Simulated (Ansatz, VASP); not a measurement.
## Si3N: VASP beside Ansatz

INCAR

```
SYSTEM = Si3N
PREC     = Accurate       ! precision mode
ENCUT    = 520            ! plane-wave cutoff, eV
EDIFF    = 1E-6           ! SCF threshold, eV
ISMEAR   = 0              ! smearing method
SIGMA    = 0.05           ! smearing width, eV
LREAL    = .FALSE.        ! projectors in reciprocal space
LASPH    = .TRUE.         ! aspherical terms in the spheres
NELM     = 80             ! most SCF steps
ALGO     = Normal         ! electronic algorithm
ISIF     = 2              ! what is computed and relaxed
LWAVE    = .FALSE.        ! write WAVECAR
LCHARG   = .TRUE.         ! write CHGCAR
LDIPOL   = .TRUE.       
IDIPOL   = 3            
DIPOL    = 0.5 0.5 0.321
GGA      = PE             ! functional
IVDW     = 12             ! dispersion correction
LELF     = .TRUE.         ! ELF
LVHAR    = .TRUE.       
LVACPOTAV= .TRUE.       
NBANDS   = 27             ! bands
```

The input KPOINTS:

```
Automatic mesh
0
G
  7 5 1
  0 0 0
```

POSCAR

```
Si3N
1.0
    3.8333442755      0.0000000000      0.0000000000
    0.0000000000      5.4211674636      0.0000000000
    0.0000000000      0.0000000000     22.4877586337
Si N
6 2
Direct
    0.5000000000      0.0000000000      0.1778745523
    0.0000000000      0.2500000000      0.1778745523
    0.0000000000      0.5038839981      0.2608672216
    0.5000000000      0.7461160019      0.2608672216
    0.5000000000      0.0086033066      0.3418641564
    0.0000000000      0.2413966934      0.3418641564
    0.5000000000      0.6752699732      0.4797169344
    0.5000000000      0.6752699732      0.5286324363
```

Input for Ansatz:

```yaml
crystal:
  lattice:
    - [3.8333442755, 0.0, 0.0]
    - [0.0, 5.4211674636, 0.0]
    - [0.0, 0.0, 22.4877586337]
  atoms:
    - { symbol: Si, position: [0.5, 0.0, 0.1778745523] }
    - { symbol: Si, position: [0.0, 0.25, 0.1778745523] }
    - { symbol: Si, position: [0.0, 0.5038839981, 0.2608672216] }
    - { symbol: Si, position: [0.5, 0.7461160019, 0.2608672216] }
    - { symbol: Si, position: [0.5, 0.0086033066, 0.3418641564] }
    - { symbol: Si, position: [0.0, 0.2413966934, 0.3418641564] }
    - { symbol: "N", position: [0.5, 0.6752699732, 0.4797169344] }
    - { symbol: "N", position: [0.5, 0.6752699732, 0.5286324363] }
basis:
  ecutwfc: 420
kpoints:
  mp_grid: { grid: [7, 5, 1] }
hamiltonian:
  xc: pbe
  pseudopotentials: { kind: paw, azcp: { folder: soft_1 } }
  dispersion: d3bj
scf:
  occupations: { method: gaussian, width: 0.05 }
output:
  forces: true
  eigenvalues: true
efield:
  axis: 3
  dipole_correction: true
  ramp_width: 0.04
```

Alike in both runs: task single point; functional PBE; dispersion D3(BJ); k mesh 7 × 5 × 1; occupations gaussian, width 0.05 eV; no spin polarisation.

|  | VASP | Ansatz |
| --- | --- | --- |
| version | VASP 6.6.1 | Ansatz 0.2.0 |
| potentials or method | VASP PAW PBE potentials, release 64 (Si, N), cutoff 520 eV | scalar-relativistic, plane waves, PAW |
| valence electrons in the cell | 34 | 34 |

Ansatz gave:

| Quantity | Value |
| --- | --- |
| gap on the k mesh at the Fermi level (eV) | none |
| rms of the force components (eV/Å) | 0.193 |
| work function, face that differs most (eV) | 4.80 |

Estimate VASP's values.

gap on the k mesh at the Fermi level (eV): none; rms of the force components (eV/Å): 0.646; work function, face that differs most (eV): 4.80.

Atom by atom the forces differ by 0.519 eV/Å (rms over components). A gap of «none» marks a metal or a gap that the smearing closes. One of these differences is far larger than is usual between the two programs; its cause wasn't traced.

Noted on VASP's run: the standard files for N, O and F lose accuracy on very short bonds.
